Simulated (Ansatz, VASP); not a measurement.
# NaF in VASP and in Ansatz

INCAR

```
SYSTEM = NaF
PREC = Accurate
ENCUT = 520
EDIFF = 1E-7
ISMEAR = -1
SIGMA = 0.02
LREAL = .False.
LASPH = .True.
NELM = 60
ALGO = Normal
ISIF = 2
LWAVE = .False.
LCHARG = .False.
GGA = CA
NBANDS = 14
```

KPOINTS

```
regular mesh
0
Gamma
  10 10 10
  0 0 0
```

Contents of POSCAR:

```
NaF
1.0
   -0.0232330000      2.3116835000      2.3116835000
    2.3116835000     -0.0232330000      2.3116835000
    2.3116835000      2.3116835000     -0.0232330000
Na F
1 1
Direct
    0.0000000000      0.0000000000      0.0000000000
    0.5000000000      0.5000000000      0.5000000000
```

Input for Ansatz:

```yaml
crystal:
  lattice:
    - [-0.023233, 2.3116835, 2.3116835]
    - [2.3116835, -0.023233, 2.3116835]
    - [2.3116835, 2.3116835, -0.023233]
  atoms:
    - { symbol: Na, position: [0.0, 0.0, 0.0] }
    - { symbol: F, position: [0.5, 0.5, 0.5] }
kpoints:
  mp_grid: { grid: [10, 10, 10] }
  band_path:
    path:
      - [0.0, 0.0, 0.0]
      - [0.5, 0.5, 0.5]
      - [0.2525443832, 0.5, 0.7474556168]
      - [-0.2525443832, 0.2525443832, 0.5]
      - [0.0, 0.0, 0.5]
      - [0.0, 0.0, 0.0]
      - [-0.3762721916, 0.0, 0.3762721916]
      - [0.0, 0.3762721916, 0.6237278084]
      - [0.0, 0.5, 0.5]
    npoints: 5
scf:
  occupations: { method: fermi_dirac, width: 0.02 }
hamiltonian:
  xc: lda
  pseudopotentials: { kind: all_electron, lapw: { basis_error: 0.0005 } }
output:
  forces: true
  stress: true
  eigenvalues: true
```

Change from the starting cell: equal xy, yz and zx shear strains of -1 %.

Alike in both runs: task single point; functional LDA; k mesh 10 × 10 × 10; occupations fermi-dirac, width 0.02 eV; no spin polarisation.

|  | VASP | Ansatz |
| --- | --- | --- |
| version | VASP 6.6.1 | Ansatz 0.2.0 |
| potentials or method | VASP PAW LDA potentials, release 64 (Na_pv, F), cutoff 520 eV | all-electron LAPW, scalar-relativistic |

```tsv
	VASP	Ansatz	Ansatz less VASP
gap on the k mesh at the Fermi level (eV)	5.89	5.89	+0.010
pressure (GPa)	-4.7	-4.6	+0.10
traceless stress, the component that is largest in VASP (GPa)	0.28	0.28	+0.002
```

LDA's correlation is that of Perdew and Zunger in VASP and of Perdew and Wang (1992) in Ansatz. Ansatz ran all-electron here, and VASP with PAW potentials.
